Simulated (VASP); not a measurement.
Wanted: the native input for a VASP 6.6.1 run.

| Quantity | Value |
| --- | --- |
| Task | single point |
| Functional | PBE |
| Dispersion | D3(BJ) |
| Potentials or basis | VASP PAW PBE potentials, release 64 (Be, Te) |
| Cutoff | 600 eV |
| k mesh | 8 × 8 × 8 |
| Occupations | gaussian, width 0.05 eV |
| Spin | no spin polarisation |
| Dipole correction | no |
| Further INCAR settings | ALGO = Normal; EDIFF = 1e-06; NBANDS = 11 |

The structure of BeTe lies in POSCAR:

```
BeTe
1.0
    0.0000000000      2.8090987328      2.8090987328
    2.8090987328      0.0000000000      2.8090987328
    2.8090987328      2.8090987328      0.0000000000
Be Te
1 1
Direct
    0.0000000000      0.0000000000      0.0000000000
    0.7500000000      0.7500000000      0.7500000000
```

This cell differs from its parent crystal: volume scaled by 1.02.

One way to write it, as run:

INCAR

```
PREC = Accurate ; ENCUT = 600
EDIFF = 1E-6 ; ISMEAR = 0
SIGMA = 0.05 ; LREAL = False
LASPH = True ; NELM = 120
ALGO = Normal ; ISIF = 2
LWAVE = False ; LCHARG = False
GGA = PE ; IVDW = 12
NBANDS = 11 ; GGA_COMPAT = False
```

KPOINTS

```
regular mesh
0
Gamma
  8 8 8
```

Potentials or basis: VASP PAW PBE potentials, release 64 (Be, Te).

Launch:

```sh
$ cat potpaw_PBE.64/Be/POTCAR potpaw_PBE.64/Te/POTCAR > POTCAR
$ mpirun -np 1 vasp_std > vasp.out
```

It gave:

```json
{
  "Pressure": "-1.0 GPa",
  "Band gap on the k mesh": "1.96 eV, indirect (least direct gap 3.60 eV)",
  "Dispersion energy per atom": "-0.341 eV"
}
```

Caveat: spin-orbit coupling is left out, which moves the levels of the heavy elements.

Wall time 22 s on 1 thread of Intel Xeon 8259CL, on a shared host, peak memory 0.19 GiB.
